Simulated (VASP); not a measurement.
# Si4O7 (a cell with a defect) in VASP: a series of runs

Runs on Si4O7 (a cell with a defect). Level: PBE. Tasks: single point.

Everything below comes from runs of VASP 6.6.1. Logs are shortened: lines on timing, memory, paths and dates and some standing lists are left out, and cuts for length are marked.

### Step 1. The cell of the first run

The cell holds a defect, 11 atoms: a = 5.080 Å, b = 5.080 Å, c = 7.091 Å, α = 90.00°, β = 90.00°, γ = 90.00°.

### Step 2. Single point, PBE

File INCAR:

```
PREC = Accurate ; ENCUT = 520
EDIFF = 1E-6 ; ISMEAR = 0
SIGMA = 0.05 ; LREAL = F
LASPH = T ; NELM = 100
ALGO = Normal ; ISIF = 2
LWAVE = F ; LCHARG = T
GGA = PE ; LELF = T
LVHAR = T ; NBANDS = 40
```

File KPOINTS:

```
regular mesh
0
Gamma
  4 4 4
```

File POSCAR:

```
Si4O7
1.0
    5.0799801732      0.0000000000      0.0000000000
    0.0000000000      5.0799801732      0.0000000000
    0.0000000000      0.0000000000      7.0914769300
Si O
4 7
Direct
    0.2944292339      0.2944292339      0.0000000000
    0.2055707661      0.7944292339      0.2500000000
    0.7055707661      0.7055707661      0.5000000000
    0.7944292339      0.2055707661      0.7500000000
    0.4053663613      0.7409644515      0.4248320116
    0.7590355485      0.9053663613      0.6748320116
    0.5946336387      0.2590355485      0.9248320116
    0.7409644515      0.4053663613      0.5751679884
    1.0842072757      1.1120830138      0.2450536363
    0.2590355485      0.5946336387      0.0751679884
    0.0946336387      0.2409644515      0.8251679884
```

Potentials or basis: VASP PAW PBE potentials, release 64 (Si, O).

Command:

```
$ cat potpaw_PBE.64/Si/POTCAR potpaw_PBE.64/O/POTCAR > POTCAR
$ mpirun -np 1 vasp_std > vasp.out
```

OUTCAR:

```text
PREC = Accurate
   ENCUT = 520
   EDIFF = 1E-6
   ISMEAR = 0
   LREAL = F
   LASPH = T
   NELM = 100
   ISIF = 2
   GGA = PE

 ion  position               nearest neighbor table
   1  0.294  0.294  0.000-  11 1.63  10 1.63   7 1.63   9 2.24   2 3.13   4 3.13   2 3.13   4 3.13

   2  0.206  0.794  0.250-   5 1.63  10 1.63   9 1.73   3 3.13   1 3.13   1 3.13   3 3.13
   3  0.706  0.706  0.500-   6 1.63   5 1.63   8 1.63   4 3.13   2 3.13   4 3.13   2 3.13
   4  0.794  0.206  0.750-   7 1.63   8 1.63   6 1.63  11 1.63   1 3.13   3 3.13   3 3.13   1 3.13

   5  0.405  0.741  0.425-   2 1.63   3 1.63
   6  0.759  0.905  0.675-   3 1.63   4 1.63
   7  0.595  0.259  0.925-   4 1.63   1 1.63
   8  0.741  0.405  0.575-   4 1.63   3 1.63
   9  0.084  0.112  0.245-   2 1.73   1 2.24
  10  0.259  0.595  0.075-   2 1.63   1 1.63
  11  0.095  0.241  0.825-   1 1.63   4 1.63

  LATTYP: Found a simple tetragonal cell.
 ALAT       =     5.0799801732
 C/A-ratio  =     1.3959654739

  Lattice vectors:

 A1 = (   5.0799801732,   0.0000000000,   0.0000000000)
 A2 = (   0.0000000000,   5.0799801732,   0.0000000000)
 A3 = (   0.0000000000,   0.0000000000,   7.0914769300)

Analysis of symmetry for initial positions (statically):
=====================================================================
 Subroutine PRICEL returns:
 Original cell was already a primitive cell.

 Routine SETGRP: Setting up the symmetry group for a
 simple tetragonal supercell.

 Subroutine GETGRP returns: Found  1 space group operations
 (whereof  1 operations were pure point group operations)
 out of a pool of 16 trial point group operations.

The static configuration has the point symmetry C_1 .

Analysis of symmetry for dynamics (positions and initial velocities):
=====================================================================
 Subroutine PRICEL returns:
 Original cell was already a primitive cell.

 Routine SETGRP: Setting up the symmetry group for a
 simple tetragonal supercell.

 Subroutine GETGRP returns: Found  1 space group operations
 (whereof  1 operations were pure point group operations)
 out of a pool of 16 trial point group operations.

The dynamic configuration has the point symmetry C_1 .

 Subroutine INISYM returns: Found  1 space group operations
 (whereof  1 operations are pure point group operations),
 and found     1 'primitive' translations

----------------------------------------------------------------------------------------

                                     Primitive cell

  volume of cell :     183.0041

  direct lattice vectors                    reciprocal lattice vectors
     5.079980173  0.000000000  0.000000000     0.196851162  0.000000000  0.000000000
     0.000000000  5.079980173  0.000000000     0.000000000  0.196851162  0.000000000
     0.000000000  0.000000000  7.091476930     0.000000000  0.000000000  0.141014349

  length of vectors
     5.079980173  5.079980173  7.091476930     0.196851162  0.196851162  0.141014349

  position of ions in fractional coordinates (direct lattice)
     0.294429234  0.294429234  0.000000000
     0.205570766  0.794429234  0.250000000
     0.705570766  0.705570766  0.500000000
     0.794429234  0.205570766  0.750000000
     0.405366361  0.740964451  0.424832012
     0.759035549  0.905366361  0.674832012
     0.594633639  0.259035549  0.924832012
     0.740964451  0.405366361  0.575167988
     0.084207276  0.112083014  0.245053636
     0.259035549  0.594633639  0.075167988
     0.094633639  0.240964451  0.825167988

  ion indices of the primitive-cell ions
   primitive index   ion index
                 1           1
                 2           2
                 3           3
                 4           4
                 5           5
                 6           6
                 7           7
                 8           8
                 9           9
                10          10
                11          11

----------------------------------------------------------------------------------------

 KPOINTS: regular mesh

Automatic generation of k-mesh.
 Grid dimensions read from file:
 generate k-points for:    4    4    4

 Generating k-lattice:

  Cartesian coordinates                     Fractional coordinates (reciprocal lattice)
     0.049212790  0.000000000  0.000000000     0.250000000  0.000000000  0.000000000
     0.000000000  0.049212790  0.000000000     0.000000000  0.250000000  0.000000000
     0.000000000  0.000000000  0.035253587     0.000000000  0.000000000  0.250000000

  Length of vectors
     0.049212790  0.049212790  0.035253587

  Shift w.r.t. Gamma in fractional coordinates (k-lattice)
     0.000000000  0.000000000  0.000000000

 Subroutine IBZKPT returns following result:
 ===========================================

 Found     36 irreducible k-points:

 Following reciprocal coordinates:
            Coordinates               Weight
  0.000000  0.000000  0.000000      1.000000
  0.250000  0.000000  0.000000      2.000000
  0.000000  0.250000  0.000000      2.000000
  0.500000  0.000000  0.000000      1.000000
  0.000000  0.500000  0.000000      1.000000
  0.250000  0.250000  0.000000      2.000000
[... 16 lines left out ...]
 -0.250000  0.500000  0.250000      2.000000
  0.500000 -0.250000  0.250000      2.000000
 [... further k-points ...]
   k-points           NKPTS =     36   k-points in BZ     NKDIM =     36   number of bands    NBANDS=     40
   number of dos      NEDOS =    301   number of ions     NIONS =     11
   total plane-waves  NPLWV =  86400
   dimension x,y,z NGX =    40 NGY =   40 NGZ =   54
   dimension x,y,z NGXF=    80 NGYF=   80 NGZF=  108
   ions per type =               4   7
   NGX,Y,Z   is equivalent  to a cutoff of  13.09, 13.09, 12.66 a.u.
   NGXF,Y,Z  is equivalent  to a cutoff of  26.18, 26.18, 25.32 a.u.
 SYSTEM =  unknown system
   PREC   = accura    normal or accurate (medium, high low for compatibility)
   ISTART =      0    job   : 0-new  1-cont  2-samecut
   ICHARG =      2    charge: 1-file 2-atom 10-const
   ISPIN  =      1    spin polarized calculation?
   LNONCOLLINEAR =      F non collinear calculations
   LSORBIT =      F    spin-orbit coupling
   LASPH  =      T    aspherical Exc in radial PAW
   ENCUT  =  520.0 eV  38.22 Ry    6.18 a.u.   9.45  9.45 13.19*2*pi/ulx,y,z
   NELM   =    100;   NELMIN=  2; NELMDL= -5     # of ELM steps
   EDIFF  = 0.1E-05   stopping-criterion for ELM
   LREAL  =      F    real-space projection
   EDIFFG = 0.1E-04   stopping-criterion for IOM
   NSW    =      0    number of steps for IOM
   IBRION =     -1    ionic relax: 0-MD 1-quasi-New 2-CG
   NFREE  =      0    steps in history (QN), initial steepest desc. (CG)
   ISIF   =      2    stress and relaxation
   ISYM   =      2    0-nonsym 1-usesym 2-fastsym
   POTIM  = 0.5000    time-step for ionic-motion
   TEBEG  =    0.0;   TEEND  =   0.0 temperature during run
   PSTRESS=    0.0 pullay stress
   NELECT =      58.0000    total number of electrons
   NUPDOWN=      -1.0000    fix difference up-down
   EMIN   =  10.00;   EMAX   =-10.00  energy-range for DOS
   EFERMI =   0.00;   METHOD = LEGACY
   ISMEAR =     0;   SIGMA  =   0.05  broadening in eV -4-tet -1-fermi 0-gaus
   EFERMI_NEDOS =   21; number of points for ismear=-14 and -15
   IALGO  =     38    algorithm
   IMIX   =      4    mixing-type and parameters
     AMIX     =   0.40;   BMIX     =  1.00
     AMIX_MAG =   1.60;   BMIX_MAG =  1.00
  volume/ion in A,a.u.               =      16.64       112.27
  Fermi-wavevector in a.u.,A,eV,Ry     =   1.116171  2.109257 16.950639  1.245837
  Thomas-Fermi vector in A             =   2.252782
   LORBIT       =      0    0 simple, 1 ext, 2 COOP (PROOUT), +10 PAW based schemes
   GGA     = PE    functional components
   LHFCALC =     F    Hartree Fock is set to
   AEXX    =    0.0000 exact exchange contribution
   IVDW    =     0    specifies the selected vdW correction
   LEPSILON=     F    determine dielectric tensor
   LRPA    =     F    only Hartree local field effects (RPA)
 non-spin polarized calculation
 Gauss-broadening in eV      SIGMA  =   0.05
  energy-cutoff  :      520.00
  volume of cell :      183.00
 maximum number of plane-waves:      4954
 NGX is ok and might be reduce to    40
   NGX = 19   NGY = 19   NGZ = 27

 number of electron      57.9999992 magnetization

 Free energy of the ion-electron system (eV)
  ---------------------------------------------------
  ext. energy  EPLUGINS =         0.00000000
  ---------------------------------------------------
  free energy    TOTEN  =       -80.78059004 eV

  energy without entropy =      -80.78059004  energy(sigma->0) =      -80.78059004

 E-fermi :   2.7728     XC(G=0):  -8.0241

 val. band max:        2.5207233093   @ k =   0.5000   0.5000   0.5000
 cond. band min:       3.3779818699   @ k =   0.0000   0.0000   0.5000
 fundamental gap:      0.8572585606
 Fermi energy:         2.7728414970

 k-point     1 :       0.0000    0.0000    0.0000
  band No.  band energies     occupation
      1     -19.8943      2.00000
      2     -19.0372      2.00000
      3     -18.8140      2.00000
      4     -18.3428      2.00000
      5     -18.0213      2.00000
      6     -17.6778      2.00000
[... 32 lines left out ...]
     39       9.4216      0.00000
     40      10.0687      0.00000

 k-point     2 :       0.2500    0.0000    0.0000
  band No.  band energies     occupation
      1     -19.7714      2.00000
      2     -19.1377      2.00000
      3     -18.8016      2.00000
      4     -18.4087      2.00000
      5     -18.0354      2.00000
      6     -17.6774      2.00000
[... 935 lines left out ...]
     39       9.6055      0.00000
     40       9.8894      0.00000

 k-point    24 :       0.5000   -0.2500    0.2500
  band No.  band energies     occupation
      1     -19.4857      2.00000
      2     -19.3078      2.00000
      3     -18.7997      2.00000
      4     -18.4935      2.00000
      5     -18.0407      2.00000
      6     -17.7872      2.00000
[... 32 lines left out ...]
     39       9.4837      0.00000
     40       9.7670      0.00000

 [... further k-points ...]
[... 5 lines left out ...]
  --------------------------------------------------------------------------------------
  -------------------------------------------------------------------------------------
  Total       -5.0450409     -2.1202423     -4.5809378      0.2113087      1.3311326      6.1333304
  in kB      -44.1686928    -18.5624521    -40.1055293      1.8499804     11.6538973     53.6965290
  external PRESSURE =     -34.2788914 kB  Pullay stress =       0.0000000 kB

 VOLUME and BASIS-vectors are now :
 -----------------------------------------------------------------------------
  energy-cutoff  :      520.00
  volume of cell :      183.00
      direct lattice vectors                 reciprocal lattice vectors
     5.079980173  0.000000000  0.000000000     0.196851162  0.000000000  0.000000000
     0.000000000  5.079980173  0.000000000     0.000000000  0.196851162  0.000000000
     0.000000000  0.000000000  7.091476930     0.000000000  0.000000000  0.141014349

 POSITION                                       TOTAL-FORCE (eV/Angst)
 -----------------------------------------------------------------------------------
      1.49569      1.49569      0.00000        -1.634715     -0.296077      1.205566
      1.04430      4.03568      1.77287        -4.093349      1.356117      2.855732
      3.58429      3.58429      3.54574         2.786817      0.153361     -2.003867
      4.03568      1.04430      5.31861         0.058028     -0.398694     -1.099248
      2.05925      3.76408      3.01269        -0.222515      0.218410     -0.492897
      3.85589      4.59924      4.78556        -0.151024      0.460584      0.901587
      3.02073      1.31590      6.55842        -0.842046     -0.148355      1.020905
      3.76408      2.05925      4.07879        -0.263341     -0.650712      0.853569
      0.42777      0.56938      1.73779         3.579244     -1.437053     -3.475484
      1.31590      3.02073      0.53305         0.315779      0.818614     -0.229365
      0.48074      1.22409      5.85166         0.467121     -0.076194      0.463503
 -----------------------------------------------------------------------------------
    total drift:                                0.000986     -0.000066     -0.000130

  FREE ENERGIE OF THE ION-ELECTRON SYSTEM (eV)
  ---------------------------------------------------
  free  energy   TOTEN  =       -80.7805900396 eV

  energy  without entropy=      -80.7805900396  energy(sigma->0) =      -80.78059004
```

Wall time 7.4 min (1 thread of Intel Xeon 8259CL, shared host); peak memory 0.39 GiB.

Results:

```yaml
Free_energy: -80.7806 eV
Pressure: -3.4 GPa
Largest_force: 5.192 eV/Å
Band_gap_on_the_k_mesh: 0.86 eV
```

Forces on the atoms (eV/Å):
```
Si  -1.635 -0.296  1.206
Si  -4.093  1.356  2.856
Si   2.787  0.153 -2.004
Si   0.058 -0.399 -1.099
O   -0.223  0.218 -0.493
O   -0.151  0.461  0.902
O   -0.842 -0.148  1.021
O   -0.263 -0.651  0.854
O    3.579 -1.437 -3.475
O    0.316  0.819 -0.229
O    0.467 -0.076  0.464
```

Caveat: the cell differs from its parent crystal (atoms taken out, atom 9 moved 0.750 of the way to it and +0.675 Å across, host rigid).

### Step 3. Single point, PBE

File INCAR:

```
PREC = Accurate
ENCUT = 520
EDIFF = 1E-7
ISMEAR = 0
SIGMA = 0.05
LREAL = F
LASPH = T
NELM = 80
ALGO = Normal
ISIF = 2
LWAVE = F
LCHARG = F
GGA = PE
NBANDS = 40
```

File KPOINTS:

```
Automatic mesh
0
Gamma
  4 4 4
```

POSCAR, as its differences from that of step 2:

```diff
@@ -16,3 +16,3 @@
     0.7409644515      0.4053663613      0.5751679884
-    1.0842072757      1.1120830138      0.2450536363
+    0.9164082306      0.9442839687      0.3202216246
     0.2590355485      0.5946336387      0.0751679884
```

Potentials or basis: VASP PAW PBE potentials, release 64 (Si, O).

Command:

```
$ cat potpaw_PBE.64/Si/POTCAR potpaw_PBE.64/O/POTCAR > POTCAR
$ mpirun -np 1 vasp_std > vasp.out
```

Run time: 7 min. Hardware: 1 thread of Intel Xeon 8259CL, shared host; peak memory 0.38 GiB.

Results (log left out):

```
Free energy            : -81.3754 eV
Pressure               : -3.2 GPa
Largest force          : 5.104 eV/Å
Band gap on the k mesh : 1.33 eV
```

Forces on the atoms (eV/Å):
```
Si  -0.219 -3.283  1.819
Si  -0.720  4.806 -1.560
Si   0.830  2.613 -0.440
Si   0.393 -0.492  0.673
O   -0.128 -0.552  0.013
O   -0.229 -0.324  0.351
O    0.587  0.385 -0.649
O    0.153  1.003 -1.123
O    0.367 -4.918  0.988
O   -0.639  0.522  0.690
O   -0.395  0.240 -0.761
```

Stress tensor (GPa, compression positive):
```
-1.63 -0.71  2.53
-0.71 -6.63  4.59
 2.53  4.59 -1.38
```

Levels at points of the mesh, in eV from the valence-band top:
```
           k point  band 25  band 26  band 27  band 28  band 29  band 30  band 31  band 32  band 33  band 34
(0.00, 0.00, 0.00)    -3.78    -3.61    -3.36    -2.84    -1.22     1.52     3.76     4.14     4.68     5.40
(0.50, 0.00, 0.00)    -3.96    -3.75    -3.61    -3.08    -0.88     1.74     3.46     3.85     5.01     5.35
(0.00, 0.50, 0.00)    -4.09    -3.62    -3.33    -2.95    -0.08     1.59     2.84     4.21     5.09     5.48
(0.50, 0.50, 0.00)    -4.07    -3.80    -3.61    -2.99    -0.07     2.25     2.71     3.60     4.51     5.42
(0.00, 0.00, 0.50)    -3.66    -3.62    -3.33    -2.97    -0.93     1.33     3.50     3.97     4.84     5.22
(0.50, 0.00, 0.50)    -4.07    -3.84    -3.48    -3.01    -1.00     1.91     3.52     3.93     4.66     5.38
(0.00, 0.50, 0.50)    -3.95    -3.67    -3.39    -2.84    -0.21     1.77     2.77     4.31     4.75     5.42
(0.50, 0.50, 0.50)    -3.90    -3.85    -3.64    -3.07     0.00     2.21     2.73     3.61     4.93     5.29
```

Caveat: the cell differs from its parent crystal (atoms taken out, atom 9 moved 0.250 of the way to it and +0.675 Å across, host rigid).
